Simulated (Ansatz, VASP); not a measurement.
# CdBr3 in VASP and in Ansatz

The input INCAR:

```
SYSTEM = CdBr3
PREC = Accurate ; ENCUT = 600
EDIFF = 1E-7 ; ISMEAR = 0
SIGMA = 0.1 ; LREAL = .False.
LASPH = .True. ; NELM = 100
ALGO = Normal ; ISIF = 3
LWAVE = .False. ; LCHARG = .False.
GGA = PE ; IBRION = 2
NSW = 90 ; EDIFFG = -0.04
```

The input KPOINTS:

```
Automatic mesh
0
Gamma
  6 6 2
  0 0 0
```

Contents of POSCAR:

```
CdBr3
1.0
    3.4379982055      0.0000000000      0.0000000000
    0.0000000000      3.4379982055      0.0000000000
    0.0000000000      0.0000000000     11.1682098610
Cd Br
1 3
Direct
    0.0000000000      0.0000000000      0.0000000000
    0.5000000000      0.5000000000      0.8457673780
    0.0000000000      0.0000000000      0.5000000000
    0.5000000000      0.5000000000      0.1542326220
```

Input for Ansatz:

```yaml
crystal:
  lattice:
    - [3.4379982055, 0.0, 0.0]
    - [0.0, 3.4379982055, 0.0]
    - [0.0, 0.0, 11.168209861]
  atoms:
    - { symbol: Cd, position: [0.0, 0.0, 0.0] }
    - { symbol: Br, position: [0.5, 0.5, 0.845767378] }
    - { symbol: Br, position: [0.0, 0.0, 0.5] }
    - { symbol: Br, position: [0.5, 0.5, 0.154232622] }
basis:
  ecutwfc: 420
kpoints:
  mp_grid: { grid: [6, 6, 2] }
hamiltonian:
  xc: pbe
scf:
  occupations: { method: gaussian, width: 0.1 }
  lower_state_search: "off"
output:
  forces: true
  stress: true
  eigenvalues: true
relax:
  adjacent_minimum: "off"
  f_tol: 0.04
  max_steps: 70
  cell: { stress_tol: 0.4 }
```

Change from the starting cell: species swapped into the Tm3Mg type (P4/mmm, No. 123).

Alike in both runs: task relaxation of cell and atoms; functional PBE; k mesh 6 × 6 × 2; occupations gaussian, width 0.1 eV; no spin polarisation.

|  | VASP | Ansatz |
| --- | --- | --- |
| version | VASP 6.6.1 | Ansatz 0.2.0 |
| potentials or method | VASP PAW PBE potentials, release 64 (Cd, Br), cutoff 600 eV | scalar-relativistic, plane waves, PAW |
| valence electrons in the cell | 33 | 41 |

|  | VASP | Ansatz | Ansatz less VASP |
| --- | --- | --- | --- |
| gap on the k mesh at the Fermi level, each at its own relaxed structure (eV) | none | none | - |
| relaxed volume (Å³/atom) | 33.30 | 33.00 | -0.301 |
| relaxed length of the cell vector where the two differ most in proportion (Å) | 3.451 | 3.438 | -0.0132 |

A gap of «none» marks a metal or a gap that the smearing closes. VASP's potentials hold 33 valence electrons a cell and Ansatz's 41, so a difference there can come from the potentials and not from the codes.
